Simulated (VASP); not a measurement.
# Ca (Pm-3m) in VASP: notebook, part 2 of 2

VASP 6.6.1. The steps go on from the part before.

### Step 5. Relaxation of cell and atoms, r2SCAN

This run uses another cell than the first one, of 47.12 Å³/atom.

Input file POSCAR:

```
Ca
1.0
    3.6119528465      0.0000000000      0.0000000000
    0.0000000000      3.6119528465      0.0000000000
    0.0000000000      0.0000000000      3.6119528465
Ca
1
Direct
    0.0000000000      0.0000000000      0.0000000000
```

Input file INCAR.step1:

```
PREC = Accurate ; ENCUT = 600
ISMEAR = -1 ; SIGMA = 0.1
LREAL = False ; LASPH = True
NELM = 60 ; GGA = PE
ALGO = Normal ; EDIFF = 1E-4
LWAVE = True ; LCHARG = False
```

Input file INCAR.step2:

```
PREC = Accurate ; ENCUT = 600
EDIFF = 1E-7 ; ISMEAR = -1
SIGMA = 0.1 ; LREAL = False
LASPH = True ; NELM = 60
ALGO = Normal ; ISIF = 3
LWAVE = False ; LCHARG = False
METAGGA = R2SCAN ; LMIXTAU = True
IBRION = 2 ; NSW = 80
EDIFFG = -0.01 ; ISTART = 1
```

Input file KPOINTS:

```
Automatic mesh
0
Gamma
  9 9 9
```

Potentials or basis: VASP PAW PBE potentials, release 64 (Ca_sv).

Launch:

```bash
> cat potpaw_PBE.64/Ca_sv/POTCAR > POTCAR
> cp INCAR.step1 INCAR
> mpirun -np 1 vasp_std > vasp.out
> cp INCAR.step2 INCAR
> mpirun -np 1 vasp_std > vasp.out
```

OUTCAR:

```text
PREC = Accurate
   ENCUT = 600
   EDIFF = 1E-7
   ISMEAR = -1
   LREAL = False
   LASPH = True
   NELM = 60
   ISIF = 3
   METAGGA = R2SCAN
   IBRION = 2
   NSW = 80
   EDIFFG = -0.01
   ISTART = 1

 ion  position               nearest neighbor table
   1  0.000  0.000  0.000-

  LATTYP: Found a simple cubic cell.
 ALAT       =     3.6119528465

  Lattice vectors:

 A1 = (   3.6119528465,   0.0000000000,   0.0000000000)
 A2 = (   0.0000000000,   3.6119528465,   0.0000000000)
 A3 = (   0.0000000000,   0.0000000000,   3.6119528465)

Analysis of symmetry for initial positions (statically):
=====================================================================
 Subroutine PRICEL returns:
 Original cell was already a primitive cell.

 Routine SETGRP: Setting up the symmetry group for a
 simple cubic supercell.

 Subroutine GETGRP returns: Found 48 space group operations
 (whereof 48 operations were pure point group operations)
 out of a pool of 48 trial point group operations.

The static configuration has the point symmetry O_h .

Analysis of symmetry for dynamics (positions and initial velocities):
=====================================================================
 Subroutine PRICEL returns:
 Original cell was already a primitive cell.

 Routine SETGRP: Setting up the symmetry group for a
 simple cubic supercell.

 Subroutine GETGRP returns: Found 48 space group operations
 (whereof 48 operations were pure point group operations)
 out of a pool of 48 trial point group operations.

The dynamic configuration has the point symmetry O_h .

 Subroutine INISYM returns: Found 48 space group operations
 (whereof 48 operations are pure point group operations),
 and found     1 'primitive' translations

----------------------------------------------------------------------------------------

                                     Primitive cell

  volume of cell :      47.1223

  direct lattice vectors                    reciprocal lattice vectors
     3.611952846  0.000000000  0.000000000     0.276858542  0.000000000  0.000000000
     0.000000000  3.611952846  0.000000000     0.000000000  0.276858542  0.000000000
     0.000000000  0.000000000  3.611952846     0.000000000  0.000000000  0.276858542

  length of vectors
     3.611952846  3.611952846  3.611952846     0.276858542  0.276858542  0.276858542

  position of ions in fractional coordinates (direct lattice)
     0.000000000  0.000000000  0.000000000

  ion indices of the primitive-cell ions
   primitive index   ion index
                 1           1

----------------------------------------------------------------------------------------

 KPOINTS: Automatic mesh

Automatic generation of k-mesh.
 Grid dimensions read from file:
 generate k-points for:    9    9    9

 Generating k-lattice:

  Cartesian coordinates                     Fractional coordinates (reciprocal lattice)
     0.030762060  0.000000000  0.000000000     0.111111111  0.000000000  0.000000000
     0.000000000  0.030762060  0.000000000     0.000000000  0.111111111  0.000000000
     0.000000000  0.000000000  0.030762060     0.000000000  0.000000000  0.111111111

  Length of vectors
     0.030762060  0.030762060  0.030762060

  Shift w.r.t. Gamma in fractional coordinates (k-lattice)
[... 42 lines left out ...]
 SYSTEM =  unknown system
   PREC   = accura    normal or accurate (medium, high low for compatibility)
   ISTART =      1    job   : 0-new  1-cont  2-samecut
   ICHARG =      0    charge: 1-file 2-atom 10-const
   ISPIN  =      1    spin polarized calculation?
   LNONCOLLINEAR =      F non collinear calculations
   LSORBIT =      F    spin-orbit coupling
   LASPH  =      T    aspherical Exc in radial PAW
   ENCUT  =  600.0 eV  44.10 Ry    6.64 a.u.   7.21  7.21  7.21*2*pi/ulx,y,z
   NELM   =     60;   NELMIN=  2; NELMDL=  0     # of ELM steps
   EDIFF  = 0.1E-06   stopping-criterion for ELM
   LREAL  =      F    real-space projection
   EDIFFG = -.1E-01   stopping-criterion for IOM
   NSW    =     80    number of steps for IOM
   IBRION =      2    ionic relax: 0-MD 1-quasi-New 2-CG
   NFREE  =      1    steps in history (QN), initial steepest desc. (CG)
   ISIF   =      3    stress and relaxation
   ISYM   =      2    0-nonsym 1-usesym 2-fastsym
   POTIM  = 0.5000    time-step for ionic-motion
   TEBEG  =    0.0;   TEEND  =   0.0 temperature during run
   PSTRESS=    0.0 pullay stress
   NELECT =      10.0000    total number of electrons
   NUPDOWN=      -1.0000    fix difference up-down
   EMIN   =  10.00;   EMAX   =-10.00  energy-range for DOS
   EFERMI =   0.00;   METHOD = LEGACY
   ISMEAR =    -1;   SIGMA  =   0.10  broadening in eV -4-tet -1-fermi 0-gaus
   EFERMI_NEDOS =   21; number of points for ismear=-14 and -15
   IALGO  =     38    algorithm
   IMIX   =      4    mixing-type and parameters
     AMIX     =   0.40;   BMIX     =  1.00
     AMIX_MAG =   1.60;   BMIX_MAG =  1.00
  volume/ion in A,a.u.               =      47.12       318.00
  Fermi-wavevector in a.u.,A,eV,Ry     =   0.976486  1.845291 12.973498  0.953525
  Thomas-Fermi vector in A             =   2.107109
   LORBIT       =      0    0 simple, 1 ext, 2 COOP (PROOUT), +10 PAW based schemes
   METAGGA = R2SCAN    functional components
   LHFCALC =     F    Hartree Fock is set to
   AEXX    =    0.0000 exact exchange contribution
   IVDW    =     0    specifies the selected vdW correction
   LEPSILON=     F    determine dielectric tensor
   LRPA    =     F    only Hartree local field effects (RPA)
 conjugate gradient relaxation of ions
 non-spin polarized calculation
  energy-cutoff  :      600.00
  volume of cell :       47.12
 maximum number of plane-waves:      1584
 NGX is ok and might be reduce to    30
   NGX = 15   NGY = 15   NGZ = 15

--------------------------------------- Ionic step        1  -------------------------------------------

 number of electron      10.0000001 magnetization

 Free energy of the ion-electron system (eV)
  ---------------------------------------------------
  ext. energy  EPLUGINS =         0.00000000
  ---------------------------------------------------
  free energy    TOTEN  =        -6.63213259 eV

  energy without entropy =       -6.59799135  energy(sigma->0) =       -6.61506197

------------------------ aborting loop because EDIFF is reached ----------------------------------------

  FORCE on cell =-STRESS in cart. coord.  units (eV):
  Direction    XX          YY          ZZ          XY          YZ          ZX
  --------------------------------------------------------------------------------------
  -------------------------------------------------------------------------------------
  Total       -0.2300059     -0.2300059     -0.2300059      0.0000000      0.0000000     -0.0000000
  in kB       -7.8202971     -7.8202971     -7.8202971      0.0000000      0.0000000     -0.0000000
  external PRESSURE =      -7.8202971 kB  Pullay stress =       0.0000000 kB
[... 92 lines left out ...]
--------------------------------------- Ionic step        4  -------------------------------------------

 number of electron      10.0000000 magnetization

 Free energy of the ion-electron system (eV)
  ---------------------------------------------------
  ext. energy  EPLUGINS =         0.00000000
  ---------------------------------------------------
  free energy    TOTEN  =        -6.64198953 eV

  energy without entropy =       -6.61091647  energy(sigma->0) =       -6.62645300

 E-fermi :   1.8505     XC(G=0):  -8.0865

 val. band max:        1.7999220725   @ k =   0.4444   0.4444   0.2222
 cond. band min:       1.8989624251   @ k =   0.4444   0.2222   0.0000
 fundamental gap:      0.0990403526
 Fermi energy:         1.8504988137

 k-point     1 :       0.0000    0.0000    0.0000
  band No.  band energies     occupation
      1     -42.2025      2.00000
      2     -22.2103      2.00000
      3     -22.2103      2.00000
      4     -22.2103      2.00000
      5      -2.2451      2.00000
      6       2.9240      0.00004
      7       2.9240      0.00004
      8       6.2976      0.00000
      9       6.2976      0.00000
[... 265 lines left out ...]
 k-point    24 :       0.4444    0.3333    0.1111
  band No.  band energies     occupation
      1     -42.1696      2.00000
      2     -22.3916      2.00000
      3     -22.3417      2.00000
      4     -22.2020      2.00000
      5       1.3258      1.98953
      6       2.5500      0.00183
      7       3.9447      0.00000
      8       4.2571      0.00000
      9       5.4568      0.00000

 [... further k-points ...]

------------------------ aborting loop because EDIFF is reached ----------------------------------------

  FORCE on cell =-STRESS in cart. coord.  units (eV):
  Direction    XX          YY          ZZ          XY          YZ          ZX
  --------------------------------------------------------------------------------------
  -------------------------------------------------------------------------------------
  Total        0.0006442      0.0006442      0.0006442      0.0000000      0.0000000     -0.0000000
  in kB        0.0238326      0.0238326      0.0238326      0.0000000      0.0000000     -0.0000000
  external PRESSURE =       0.0238326 kB  Pullay stress =       0.0000000 kB
[... 16 lines left out ...]
  FREE ENERGIE OF THE ION-ELECTRON SYSTEM (eV)
  ---------------------------------------------------
  free  energy   TOTEN  =        -6.6419895291 eV

  energy  without entropy=       -6.6109164720  energy(sigma->0) =       -6.62645300

 reached required accuracy - stopping structural energy minimisation
```

OUTCAR.step1:

```text
PREC = Accurate
   ENCUT = 600
   ISMEAR = -1
   LREAL = False
   LASPH = True
   NELM = 60
[... 503 lines left out ...]
 POSITION                                       TOTAL-FORCE (eV/Angst)
 -----------------------------------------------------------------------------------
      0.00000      0.00000      0.00000         0.000000      0.000000      0.000000
 -----------------------------------------------------------------------------------
    total drift:                                0.000000      0.000000     -0.000000

  FREE ENERGIE OF THE ION-ELECTRON SYSTEM (eV)
  ---------------------------------------------------
  free  energy   TOTEN  =        -1.5437441218 eV

  energy  without entropy=       -1.5021319701  energy(sigma->0) =       -1.52293805
```

OSZICAR.step1:

```text
N       E                     dE             d eps       ncg     rms          rms(c)
DAV:   1     0.687282426227E+02    0.68728E+02   -0.53058E+03   630   0.109E+03
DAV:   2    -0.432093367107E-01   -0.68771E+02   -0.68513E+02   643   0.236E+02
DAV:   3    -0.151738140828E+01   -0.14742E+01   -0.14588E+01  1032   0.354E+01
DAV:   4    -0.154991231118E+01   -0.32531E-01   -0.32452E-01   890   0.488E+00
DAV:   5    -0.155113697282E+01   -0.12247E-02   -0.12244E-02  1063   0.510E-01    0.223E+00
DAV:   6    -0.154557727282E+01    0.55597E-02   -0.11620E-02   925   0.139E+00    0.137E+00
DAV:   7    -0.154416077378E+01    0.14165E-02   -0.16491E-02   728   0.187E+00    0.121E-01
DAV:   8    -0.154372004501E+01    0.44073E-03   -0.25493E-03   756   0.500E-01    0.322E-02
DAV:   9    -0.154374412177E+01   -0.24077E-04   -0.20743E-04  1000   0.125E-01
   1 F= -.15437441E+01 E0= -.15229380E+01  d E =-.416122E-01
```

It took 2.6 min on 1 thread of Intel Xeon 6975P-C (Granite Rapids), shared host; peak memory 0.19 GiB.

Results:

| Quantity | Value |
| --- | --- |
| Free energy | -6.6420 eV |
| Relaxed volume | 43.31 Å³/atom |
| Relaxed cell | a = 3.512 Å, b = 3.512 Å, c = 3.512 Å, α = 90.00°, β = 90.00°, γ = 90.00° |
| Space group after relaxing (to 0.1 Å) | Pm-3m (No. 221) |
| Energy gained by relaxing | 9.9 meV/atom |
| Ionic steps | 4 |
| Pressure after relaxing | 0.0 GPa |
| Band gap on the k mesh | zero (bands 5 and 6 overlap by 0.94 eV) |

Step by step:
| step | energy change (eV) | largest force (eV/Å) | pressure (GPa) | volume (Å³) |
| --- | --- | --- | --- | --- |
| 1 | 0.0000 | 0.0000 | -0.78 | 47.12 |
| 2 | -0.0062 | 0.0000 | -0.50 | 45.57 |
| 3 | -0.0098 | 0.0000 | -0.06 | 43.54 |
| 4 | -0.0099 | 0.0000 | 0.00 | 43.31 |

Final structure:
```
Ca
1.0
     3.51177    0.00000    0.00000
     0.00000    3.51177    0.00000
     0.00000    0.00000    3.51177
Ca
1
Direct
  0.00000 0.00000 0.00000
```

Levels at points of the mesh, in eV from the Fermi level:
```tsv
k point	band 2	band 3	band 4	band 5	band 6	band 7	band 8	band 9
(0.00, 0.00, 0.00)	-24.06	-24.06	-24.06	-4.10	1.07	1.07	4.45	4.45
```

Caveat: the PAW data sets were made with another functional, which shifts forces and pressure a little.

### Step 6. Single point, r2SCAN, non-collinear spin, zero start, spin-orbit coupling

This run uses another cell than the first one, of 43.12 Å³/atom.

Input file POSCAR:

```
Ca
1.0
    3.5065510619      0.0000000000      0.0000000000
    0.0000000000      3.5065510619      0.0000000000
    0.0000000000      0.0000000000      3.5065510619
Ca
1
Direct
    0.0000000000      0.0000000000      0.0000000000
```

Input file INCAR.step1:

```
PREC = Accurate
ENCUT = 520
ISMEAR = -1
SIGMA = 0.1
LREAL = False
LASPH = True
NELM = 150
LNONCOLLINEAR = True
MAGMOM = 0 0 0
LSORBIT = True
GGA_COMPAT = False
NBANDS = 21
GGA = PE
ALGO = Normal
EDIFF = 1E-4
LWAVE = True
LCHARG = False
```

Input file INCAR.step2:

```
PREC = Accurate
ENCUT = 520
EDIFF = 1E-6
ISMEAR = -1
SIGMA = 0.1
LREAL = False
LASPH = True
NELM = 150
ALGO = Normal
ISIF = 2
LWAVE = False
LCHARG = True
LNONCOLLINEAR = True
MAGMOM = 0 0 0
LORBIT = 11
LSORBIT = True
GGA_COMPAT = False
LORBMOM = True
METAGGA = R2SCAN
LMIXTAU = True
LVHAR = True
NBANDS = 21
ISTART = 1
```

Input file KPOINTS:

```
regular mesh
0
Gamma
  9 9 9
```

Potentials or basis: VASP PAW PBE potentials, release 64 (Ca_sv).

Launch:

```bash
> cat potpaw_PBE.64/Ca_sv/POTCAR > POTCAR
> cp INCAR.step1 INCAR
> mpirun -np 1 vasp_ncl > vasp.out
> cp INCAR.step2 INCAR
> mpirun -np 1 vasp_ncl > vasp.out
```

Wall time 2.5 min (1 thread of Intel Xeon 6975P-C (Granite Rapids), shared host); peak memory 0.29 GiB.

It converged, with:

| Item | Value |
| --- | --- |
| Free energy | -6.6426 eV |
| Pressure | 0.0 GPa |
| Net moment | 0.00 μB per cell |
| Valence electrons inside the program's atomic spheres | Ca 8.09 |

Moments on the atoms (μB; x, y, z):
```
Ca  0.00 0.00 0.00
```

Caveat: the PAW data sets were made with another functional, which shifts forces and pressure a little.

### Step 7. The runs side by side

```csv
task,spin,cell,k mesh,cutoff (eV),gap on the mesh (eV),pressure (GPa)
single point,off,"a = 3.598 Å, 1 atom",10 × 10 × 10,520,none,-0.8
single point,off,"a = 3.642 Å, 1 atom",10 × 10 × 10,520,none,-1.1
single point,off,"a = 3.507 Å, 1 atom",15 × 15 × 15,520,none,0.0
relaxation of cell and atoms,off,"relaxed from a = 3.612 Å, 1 atom",9 × 9 × 9,600,none,0.0
single point,"non-collinear, zero start, SOC","a = 3.507 Å, 1 atom",9 × 9 × 9,520,-,0.0
```

Alike in all rows: level r2SCAN; potentials or basis VASP PAW PBE potentials, release 64 (Ca_sv); smearing fermi-dirac 0.1 eV.

Caveats: the PAW data sets were made with another functional, which shifts forces and pressure a little.

Absolute energies hang on the potentials; compare differences alone.
